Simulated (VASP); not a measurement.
## VGe (zincblende type): single point with PBE

VGe (zincblende type):

```
V Ge
1.0
     0.00000    2.70992    2.70992
     2.70992    0.00000    2.70992
     2.70992    2.70992    0.00000
V Ge
1 1
Cartesian
  0.0000 0.0000 0.0000
  1.3550 1.3550 1.3550
```

```
Program                 : VASP 6.6.1
Task                    : single point
Functional              : PBE
Potentials or basis     : VASP PAW PBE potentials, release 64 (V_sv, Ge_d)
Cutoff                  : 520 eV
k mesh                  : 13 × 13 × 13
Occupations             : fermi-dirac, width 0.05 eV
Spin                    : no spin polarisation
Dipole correction       : no
k mesh for the DOS      : 20 × 20 × 20
Occupations for the DOS : tetrahedron
Further INCAR settings  : ALGO = Normal; EDIFF = 1e-06; NBANDS = 20
```

| Item | Value |
| --- | --- |
| Valence electrons inside the program's atomic spheres | V 11.55; Ge 12.66 |

Levels at points of the mesh, in eV from the Fermi level:
| k point | band 9 | band 10 | band 11 | band 12 | band 13 | band 14 | band 15 | band 16 | band 17 | band 18 |
| --- | --- | --- | --- | --- | --- | --- | --- | --- | --- | --- |
| (0.00, 0.00, 0.00) | -23.51 | -9.85 | -1.79 | -1.79 | -1.79 | 0.27 | 0.27 | 6.09 | 6.75 | 6.75 |
| (0.50, 0.00, 0.00) | -23.51 | -8.11 | -3.55 | -1.49 | -1.49 | 0.48 | 0.48 | 0.82 | 4.38 | 4.38 |
| (0.50, 0.50, 0.00) | -23.50 | -7.48 | -3.66 | -0.61 | -0.56 | -0.56 | 0.66 | 1.24 | 1.58 | 1.58 |

Run time: 3.9 min on 1 thread of Intel(R) Xeon(R) Platinum 8488C (Sapphire Rapids), on a shared host, peak memory 0.32 GiB.
